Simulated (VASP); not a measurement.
Here is a VASP 6.6.1 calculation.

The input INCAR:

```
PREC = Accurate
ENCUT = 600
EDIFF = 1E-6
ISMEAR = 0
SIGMA = 0.15
LREAL = False
LASPH = True
NELM = 120
ALGO = Normal
ISIF = 2
LWAVE = False
LCHARG = False
GGA = PS
IVDW = 12
NBANDS = 28
GGA_COMPAT = False
```

KPOINTS

```
Automatic mesh
0
Gamma
  14 14 12
```

Contents of POSCAR:

```
SnO
1.0
    3.7095676665      0.0000000000      0.0000000000
    0.0000000000      3.7095676665      0.0000000000
    0.0000000000      0.0000000000      4.7142424003
Sn O
2 2
Direct
    0.0000000000      0.5000000000      0.2532585894
    0.5000000000      0.0000000000      0.7467414106
    0.0000000000      0.0000000000      0.0000000000
    0.5000000000      0.5000000000      0.0000000000
```

Potentials or basis: VASP PAW PBE potentials, release 64 (Sn_d, O).

Launch:

```sh
$ cat potpaw_PBE.64/Sn_d/POTCAR potpaw_PBE.64/O/POTCAR > POTCAR
$ mpirun -np 1 vasp_std > vasp.out
```

Q: What does it give for the largest force?

A: 0.132 eV/Å.

Q: Estimate the pressure.

A: 0.7 GPa.

Stress tensor (GPa, compression positive):
```
 2.21  0.00  0.00
 0.00  2.21  0.00
 0.00  0.00 -2.23
```

Caveat: the PAW data sets were made with another functional, which shifts forces and pressure a little.
